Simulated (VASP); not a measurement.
Input of a VASP 6.6.1 run:

The input INCAR:

```
SYSTEM = CaI
PREC = Accurate
ENCUT = 520
EDIFF = 1E-6
ISMEAR = 1
SIGMA = 0.025
LREAL = .False.
LASPH = .True.
NELM = 80
ALGO = Normal
ISIF = 2
LWAVE = .False.
LCHARG = .False.
GGA = PE
NBANDS = 16
```

KPOINTS

```
Automatic mesh
0
Gamma
  7 7 6
  0 0 0
```

POSCAR

```
CaI
1.0
    4.1468200000      0.0000000000      0.0000000000
   -2.0734100000      3.5912520000      0.0000000000
    0.0000000000      0.0000000000      4.5762290000
Ca I
1 1
Direct
    0.0000000000      0.0000000000      0.5000000000
    0.6666666667      0.3333333333      0.0000000000
```

Potentials or basis: VASP PAW PBE potentials, release 64 (Ca_sv, I).

Launch:

```console
$ cat potpaw_PBE.64/Ca_sv/POTCAR potpaw_PBE.64/I/POTCAR > POTCAR
$ mpirun -np 1 vasp_std > vasp.out
```

(1) Predict the pressure.

## Answers

(1) -0.1 GPa.

Caveat: an odd number of electrons without spin polarisation forces a metal; a magnetic or distorted state may lie lower.
